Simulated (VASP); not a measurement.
A run of VASP 6.6.1 is set up as follows.

Contents of INCAR:

```
SYSTEM = MnF2
ALGO     = Normal         ! electronic algorithm
EDIFF    = 1E-6           ! SCF threshold, eV
ENCUT    = 520            ! plane-wave cutoff, eV
GGA      = PE             ! functional
ISIF     = 2              ! what is computed and relaxed
ISMEAR   = 0              ! smearing method
ISPIN    = 2              ! spin polarisation
LASPH    = .True.         ! aspherical terms in the spheres
LCHARG   = .False.        ! write CHGCAR
LMAXMIX  = 4              ! l up to which the mixer works
LORBIT   = 11             ! projections on sites
LREAL    = .False.        ! projectors in reciprocal space
LWAVE    = .False.        ! write WAVECAR
MAGMOM   = 4.14 -4.14 -0.03 0.03 -0.03 0.03 ! initial moments
NBANDS   = 40             ! bands
NELM     = 150            ! most SCF steps
PREC     = Accurate       ! precision mode
SIGMA    = 0.05           ! smearing width, eV
```

The input KPOINTS:

```
k-points
0
Gamma
  4 4 6
  0 0 0
```

POSCAR

```
MnF2
1.0
    4.8733996600      0.0000000000      0.0000000000
    0.0000000000      4.8733996600      0.0000000000
    0.0000000000      0.0000000000      3.3098997700
Mn F
2 4
Direct
    0.0000000000      0.0000000000      0.0000000000
    0.5000000000      0.5000000000      0.5000000000
    0.3050000000      0.3050000000      0.0000000000
    0.1950000000      0.8050000000      0.5000000000
    0.6950000000      0.6950000000      0.0000000000
    0.8050000000      0.1950000000      0.5000000000
```

Potentials or basis: VASP PAW PBE potentials, release 64 (Mn_pv, F).

The run is started by

```console
$ cat potpaw_PBE.64/Mn_pv/POTCAR potpaw_PBE.64/F/POTCAR > POTCAR
$ mpirun -np 1 vasp_std > vasp.out
```

(1) What does it give for the largest force?

(2) What does it give for the site moments?

(3) Estimate the net moment.

## Answers

(1) 0.093 eV/Å.

(2) Mn +4.54, -4.54; F -0.03, +0.03 (each value once) μB.

(3) 0.00 μB per cell.
